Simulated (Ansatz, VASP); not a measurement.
**C: VASP beside Ansatz**

```
C
1.0
     1.23250    0.71158    3.36139
    -1.23250    0.71158    3.36139
     0.00000   -1.42317    3.36139
C
2
Cartesian
  0.0000 0.0450 1.6800
  0.0000 -0.0450 8.4042
```

Change from the starting cell: mode 4 frozen in at +0.000 Å and mode 6 at +0.045 Å (largest displacements).

Alike in both runs: task single point; functional PBE; dispersion D3(BJ); k mesh 15 × 15 × 15; occupations gaussian, width 0.05 eV; no spin polarisation.

```csv
,VASP,Ansatz
version,VASP 6.6.1,Ansatz 0.2.0
potentials or method,"VASP PAW PBE potentials, release 64 (C), cutoff 520 eV","scalar-relativistic, plane waves, PAW"
valence electrons in the cell,8,8
```

```tsv
	VASP	Ansatz	Ansatz less VASP
gap on the k mesh at the Fermi level (eV)	0.42	0.43	+0.001
least direct gap on the mesh (eV)	0.42	0.43	+0.001
pressure (GPa)	3.7	3.3	-0.38
traceless stress, the component that is largest in VASP (GPa)	10.52	10.11	-0.411
rms of the force components (eV/Å)	2.485	2.481	-0.0038
```

Atom by atom the forces differ by 0.004 eV/Å (rms over components).
